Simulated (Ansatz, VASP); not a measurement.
SiO2: VASP beside Ansatz

```xyz
24
Lattice="-4.7893 4.7893 4.7893 4.7893 -4.7893 4.7893 4.7893 4.7893 -4.7893" Properties=species:S:1:pos:R:3 pbc="T T T"
Si    1.5045    1.5045    1.5045
Si    1.5045   -1.5045    1.5045
Si    1.5045    1.5045   -1.5045
Si   -1.5045    1.5045    1.5045
Si    3.2848    3.2848   -3.2848
Si   -3.2848    3.2848    3.2848
Si    3.2848   -3.2848    3.2848
Si    3.2848    3.2848    3.2848
O     2.3947    2.3947    2.3947
O     2.3947   -2.3947    2.3947
O     2.3947    2.3947   -2.3947
O    -2.3947    2.3947    2.3947
O     1.8543    1.8543    0.0000
O     1.8543    0.0000    1.8543
O    -2.9350    4.7893    2.9350
O     4.7893   -2.9350    2.9350
O     0.0000    1.8543    1.8543
O     2.9350   -2.9350    4.7893
O    -2.9350    2.9350    4.7893
O     2.9350    4.7893   -2.9350
O     4.7893    2.9350    2.9350
O     2.9350    4.7893    2.9350
O     4.7893    2.9350   -2.9350
O     2.9350    2.9350    4.7893
```

Alike in both runs: functional r2SCAN; k mesh 4 × 4 × 4; occupations gaussian, width 0.02 eV; no spin polarisation.

Ansatz relaxed the structure, and its values are those at the end. VASP's run is a single point on that final structure, the one shown.

|  | VASP | Ansatz |
| --- | --- | --- |
| version | VASP 6.6.1 | Ansatz 0.2.0 |
| potentials or method | VASP PAW PBE potentials, release 64 (Si, O), cutoff 520 eV | scalar-relativistic, plane waves, PAW |
| valence electrons in the cell | 128 | 128 |

```tsv
	VASP	Ansatz	Ansatz less VASP
gap on the k mesh at the Fermi level (eV)	6.15	6.17	+0.025
least direct gap on the mesh (eV)	6.15	6.17	+0.025
pressure (GPa)	11.4	11.3	-0.16
rms of the force components (eV/Å)	0.042	0.001	-0.0402
```

VASP's potentials were made for PBE, not for r2SCAN. Ansatz's warnings: stress scf threshold loose.
